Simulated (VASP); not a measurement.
Wanted: the native input for a VASP 6.6.1 run.

```
Task                   : single point
Functional             : PBE
Potentials or basis    : VASP PAW PBE potentials, release 64 (Ca_sv, Zr_sv, N)
Cutoff                 : 520 eV
k mesh                 : 6 × 6 × 2
Occupations            : gaussian, width 0.1 eV
Spin                   : no spin polarisation
Dipole correction      : no
Further INCAR settings : ALGO = Normal; EDIFF = 1e-06; NBANDS = 37
```

The structure of CaZr3N2 lies in POSCAR:

```
CaZr3N2
1.0
    3.5786932087      0.0000000000      0.0000000000
    0.0000000000      3.5786932087      0.0000000000
    0.0000000000      0.0000000000      7.0035020445
Ca Zr N
1 3 2
Direct
    0.0000000000      0.0000000000      0.0000000000
    0.5000000000      0.5000000000      0.0000000000
    0.0000000000      0.5000000000      0.3701823492
    0.5000000000      0.0000000000      0.6298176508
    0.0000000000      0.5000000000      0.7197222128
    0.5000000000      0.0000000000      0.2802777872
```

These files were run (other wordings do the same):

INCAR

```
SYSTEM = CaZr3N2
PREC     = Accurate       ! precision mode
ENCUT    = 520            ! plane-wave cutoff, eV
EDIFF    = 1E-6           ! SCF threshold, eV
ISMEAR   = 0              ! smearing method
SIGMA    = 0.1            ! smearing width, eV
LREAL    = .FALSE.        ! projectors in reciprocal space
LASPH    = .TRUE.         ! aspherical terms in the spheres
NELM     = 80             ! most SCF steps
ALGO     = Normal         ! electronic algorithm
ISIF     = 2              ! what is computed and relaxed
LWAVE    = .FALSE.        ! write WAVECAR
LCHARG   = .FALSE.        ! write CHGCAR
GGA      = PE             ! functional
NBANDS   = 37             ! bands
```

KPOINTS

```
regular mesh
0
G
  6 6 2
  0 0 0
```

Potentials or basis: VASP PAW PBE potentials, release 64 (Ca_sv, Zr_sv, N).

Command:

```sh
$ cat potpaw_PBE.64/Ca_sv/POTCAR potpaw_PBE.64/Zr_sv/POTCAR potpaw_PBE.64/N/POTCAR > POTCAR
$ mpirun -np 1 vasp_std > vasp.out
```

It gave:

```
Pressure               : 0.4 GPa
Largest force          : 0.033 eV/Å
Band gap on the k mesh : zero (band 28 reaches 10.45 eV, above the bottom of band 29 at 9.56 eV)
```

Caveat: the k points lie up to 0.45 Å⁻¹ apart.

Wall time 42 s on 1 thread of Intel(R) Xeon(R) 6975P-C (Granite Rapids) (shared host), peak memory 0.21 GiB.
